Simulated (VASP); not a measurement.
# Sr (Fd-3m) in VASP: single point with LDA

Aim: the single point of Sr with LDA.

Program: VASP 6.6.1. These are calculated values, not measurements. Logs are shortened: lines on timing, memory, paths and dates and some standing lists are left out, and cuts for length are marked.

## (1) The cell of the first run

It takes space group Fd-3m (No. 227, cubic). Conventional cell: a = 8.257 Å, b = 8.257 Å, c = 8.257 Å, α = 90.00°, β = 90.00°, γ = 90.00°. Sr (site symmetry -43m) has 4 Sr at 3.58 Å within 4.7 Å.

## (2) Single point, LDA

INCAR

```
PREC     = Accurate       # precision mode
ENCUT    = 520            # plane-wave cutoff, eV
EDIFF    = 1E-6           # SCF threshold, eV
ISMEAR   = -1             # smearing method
SIGMA    = 0.1            # smearing width, eV
LREAL    = False          # projectors in reciprocal space
LASPH    = True           # aspherical terms in the spheres
NELM     = 100            # most SCF steps
ALGO     = Normal         # electronic algorithm
ISIF     = 2              # what is computed and relaxed
LWAVE    = False          # write WAVECAR
LCHARG   = False          # write CHGCAR
NBANDS   = 17             # bands
```

KPOINTS

```
Automatic mesh
0
Gamma
  5 5 5
```

POSCAR

```
Sr
1.0
    0.0000000000      4.1287470000      4.1287470000
    4.1287470000      0.0000000000      4.1287470000
    4.1287470000      4.1287470000      0.0000000000
Sr
2
Direct
    0.0000000000      0.0000000000      0.0000000000
    0.2500000000      0.2500000000      0.2500000000
```

Potentials or basis: VASP PAW LDA potentials, release 64 (Sr_sv).

Started as:

```console
$ cat potpaw_LDA.64/Sr_sv/POTCAR > POTCAR
$ mpirun -np 1 vasp_std > vasp.out
```

OUTCAR:

```text
PREC = Accurate
   ENCUT = 520
   EDIFF = 1E-6
   ISMEAR = -1
   LREAL = False
   LASPH = True
   NELM = 100
   ISIF = 2

 ion  position               nearest neighbor table
   1  0.000  0.000  0.000-   2 3.58   2 3.58   2 3.58   2 3.58
   2  0.250  0.250  0.250-   1 3.58   1 3.58   1 3.58   1 3.58

  LATTYP: Found a face centered cubic cell.
 ALAT       =     8.2574940000

  Lattice vectors:

 A1 = (   0.0000000000,   4.1287470000,   4.1287470000)
 A2 = (   4.1287470000,   0.0000000000,   4.1287470000)
 A3 = (   4.1287470000,   4.1287470000,   0.0000000000)

Analysis of symmetry for initial positions (statically):
=====================================================================
 Subroutine PRICEL returns:
 Original cell was already a primitive cell.

 Routine SETGRP: Setting up the symmetry group for a
 face centered cubic supercell.

 Subroutine GETGRP returns: Found 48 space group operations
 (whereof 24 operations were pure point group operations)
 out of a pool of 48 trial point group operations.

The static configuration has the point symmetry T_d .
 The point group associated with its full space group is O_h .

Analysis of symmetry for dynamics (positions and initial velocities):
=====================================================================
 Subroutine PRICEL returns:
 Original cell was already a primitive cell.

 Routine SETGRP: Setting up the symmetry group for a
 face centered cubic supercell.

 Subroutine GETGRP returns: Found 48 space group operations
 (whereof 24 operations were pure point group operations)
 out of a pool of 48 trial point group operations.

The dynamic configuration has the point symmetry T_d .
 The point group associated with its full space group is O_h .

 Subroutine INISYM returns: Found 48 space group operations
 (whereof 24 operations are pure point group operations),
 and found     1 'primitive' translations

----------------------------------------------------------------------------------------

                                     Primitive cell

  volume of cell :     140.7618

  direct lattice vectors                    reciprocal lattice vectors
     0.000000000  4.128747000  4.128747000    -0.121102116  0.121102116  0.121102116
     4.128747000  0.000000000  4.128747000     0.121102116 -0.121102116  0.121102116
     4.128747000  4.128747000  0.000000000     0.121102116  0.121102116 -0.121102116

  length of vectors
[... 64 lines left out ...]
   LASPH  =      T    aspherical Exc in radial PAW
   ENCUT  =  520.0 eV  38.22 Ry    6.18 a.u.  10.86 10.86 10.86*2*pi/ulx,y,z
   NELM   =    100;   NELMIN=  2; NELMDL= -5     # of ELM steps
   EDIFF  = 0.1E-05   stopping-criterion for ELM
   LREAL  =      F    real-space projection
   EDIFFG = 0.1E-04   stopping-criterion for IOM
   NSW    =      0    number of steps for IOM
   IBRION =     -1    ionic relax: 0-MD 1-quasi-New 2-CG
   NFREE  =      0    steps in history (QN), initial steepest desc. (CG)
   ISIF   =      2    stress and relaxation
   ISYM   =      2    0-nonsym 1-usesym 2-fastsym
   POTIM  = 0.5000    time-step for ionic-motion
   TEBEG  =    0.0;   TEEND  =   0.0 temperature during run
   PSTRESS=    0.0 pullay stress
   NELECT =      20.0000    total number of electrons
   NUPDOWN=      -1.0000    fix difference up-down
   EMIN   =  10.00;   EMAX   =-10.00  energy-range for DOS
   EFERMI =   0.00;   METHOD = LEGACY
   ISMEAR =    -1;   SIGMA  =   0.10  broadening in eV -4-tet -1-fermi 0-gaus
   EFERMI_NEDOS =   21; number of points for ismear=-14 and -15
   IALGO  =     38    algorithm
   IMIX   =      4    mixing-type and parameters
     AMIX     =   0.40;   BMIX     =  1.00
     AMIX_MAG =   1.60;   BMIX_MAG =  1.00
  volume/ion in A,a.u.               =      70.38       474.95
  Fermi-wavevector in a.u.,A,eV,Ry     =   0.854260  1.614317  9.928981  0.729760
  Thomas-Fermi vector in A             =   1.970829
   LORBIT       =      0    0 simple, 1 ext, 2 COOP (PROOUT), +10 PAW based schemes
   GGA     = CA    functional components
   LHFCALC =     F    Hartree Fock is set to
   AEXX    =    0.0000 exact exchange contribution
   IVDW    =     0    specifies the selected vdW correction
   LEPSILON=     F    determine dielectric tensor
   LRPA    =     F    only Hartree local field effects (RPA)
 non-spin polarized calculation
  energy-cutoff  :      520.00
  volume of cell :      140.76
 maximum number of plane-waves:      3816
 NGX is ok and might be reduce to    48
   NGX = 21   NGY = 21   NGZ = 21

 number of electron      20.0000000 magnetization

 Free energy of the ion-electron system (eV)
  ---------------------------------------------------
  ext. energy  EPLUGINS =         0.00000000
  ---------------------------------------------------
  free energy    TOTEN  =        -1.55289991 eV

  energy without entropy =       -1.40810231  energy(sigma->0) =       -1.48050111

 E-fermi :   0.4226     XC(G=0):  -6.6820

 val. band max:        0.3857924221   @ k =   0.4000   0.2000   0.0000
 cond. band min:       0.5138354405   @ k =  -0.4000   0.4000   0.0000
 fundamental gap:      0.1280430184
 Fermi energy:         0.4225714510

 k-point     1 :       0.0000    0.0000    0.0000
  band No.  band energies     occupation
      1     -36.5777      2.00000
      2     -36.4879      2.00000
      3     -18.7715      2.00000
      4     -18.7715      2.00000
      5     -18.7715      2.00000
      6     -18.4937      2.00000
[... 177 lines left out ...]
      4     -18.8224      2.00000
      5     -18.6805      2.00000
      6     -18.5907      2.00000
[... 9 lines left out ...]
     16       2.2267      0.00000
     17       3.1971      0.00000

------------------------ aborting loop because EDIFF is reached ----------------------------------------

  FORCE on cell =-STRESS in cart. coord.  units (eV):
  Direction    XX          YY          ZZ          XY          YZ          ZX
  --------------------------------------------------------------------------------------
  -------------------------------------------------------------------------------------
  Total        0.8176200      0.8176200      0.8176200      0.0000000     -0.0000000     -0.0000000
  in kB        9.3063048      9.3063048      9.3063048      0.0000000     -0.0000000     -0.0000000
  external PRESSURE =       9.3063048 kB  Pullay stress =       0.0000000 kB

 VOLUME and BASIS-vectors are now :
 -----------------------------------------------------------------------------
  energy-cutoff  :      520.00
  volume of cell :      140.76
      direct lattice vectors                 reciprocal lattice vectors
     0.000000000  4.128747000  4.128747000    -0.121102116  0.121102116  0.121102116
     4.128747000  0.000000000  4.128747000     0.121102116 -0.121102116  0.121102116
     4.128747000  4.128747000  0.000000000     0.121102116  0.121102116 -0.121102116

 POSITION                                       TOTAL-FORCE (eV/Angst)
 -----------------------------------------------------------------------------------
      0.00000      0.00000      0.00000        -0.000000     -0.000000      0.000000
      2.06437      2.06437      2.06437         0.000000      0.000000     -0.000000
 -----------------------------------------------------------------------------------
    total drift:                               -0.000000      0.000000     -0.000000

  FREE ENERGIE OF THE ION-ELECTRON SYSTEM (eV)
  ---------------------------------------------------
  free  energy   TOTEN  =        -1.5528999137 eV

  energy  without entropy=       -1.4081023116  energy(sigma->0) =       -1.48050111
```

stdout:

```text
POSCAR found type information on POSCAR Sr
 POSCAR found :  1 types and       2 ions
 scaLAPACK will be used
 LDA part: xc-table for (Slater(with rela. corr.)+CA(PZ))
 , standard interpolation
 POSCAR, INCAR and KPOINTS ok, starting setup
 FFT: planning ... GRIDC
 FFT: planning ... GRID_SOFT
 FFT: planning ... GRID
 WAVECAR not read
 entering main loop
```

It took 23 s on 1 thread of AMD EPYC 7R13, shared host; peak memory 0.23 GiB.

Results:

| Property | Result |
| --- | --- |
| Free energy | -1.5529 eV |
| Pressure | 0.9 GPa |
| Band gap on the k mesh | zero (band 10 reaches 1.19 eV, above the bottom of band 11 at 0.16 eV) |
